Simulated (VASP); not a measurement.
Set up this calculation in VASP 6.6.1, as the native input.

| Item | Value |
| --- | --- |
| Task | single point |
| Functional | LDA |
| Potentials or basis | VASP PAW LDA potentials, release 64 (K_sv) |
| Cutoff | 520 eV |
| k mesh | 8 × 8 × 1 |
| Occupations | fermi-dirac, width 0.08 eV |
| Spin | no spin polarisation |
| Dipole correction | yes |
| Further INCAR settings | ALGO = Normal; EDIFF = 1e-06; NBANDS = 10 |

The structure of K lies in POSCAR:

```
K
1.0
    4.3720284699      0.0000000000      0.0000000000
   -1.4573428233      4.1219879715      0.0000000000
    0.0000000000      0.0000000000     20.0000000000
K
1
Direct
    0.0000000000      0.0000000000      0.5000000000
```

The input as run:

INCAR

```
PREC = Accurate ; ENCUT = 520
EDIFF = 1E-6 ; ISMEAR = -1
SIGMA = 0.08 ; LREAL = False
LASPH = True ; NELM = 100
ALGO = Normal ; ISIF = 2
LWAVE = False ; LCHARG = False
LDIPOL = True ; IDIPOL = 3
DIPOL = 0.5 0.5 0.500 ; GGA = CA
NBANDS = 10
```

KPOINTS

```
Automatic mesh
0
Gamma
  8 8 1
```

Potentials or basis: VASP PAW LDA potentials, release 64 (K_sv).

The run is started by

```sh
$ cat potpaw_LDA.64/K_sv/POTCAR > POTCAR
$ mpirun -np 1 vasp_std > vasp.out
```

It gave:

| Quantity | Value |
| --- | --- |
| Band gap on the k mesh | zero (an odd number of electrons rules out a gap without spin polarisation) |

Wall time 3.5 min on 1 thread of Intel Xeon 8259CL, on a shared host, peak memory 0.37 GiB.
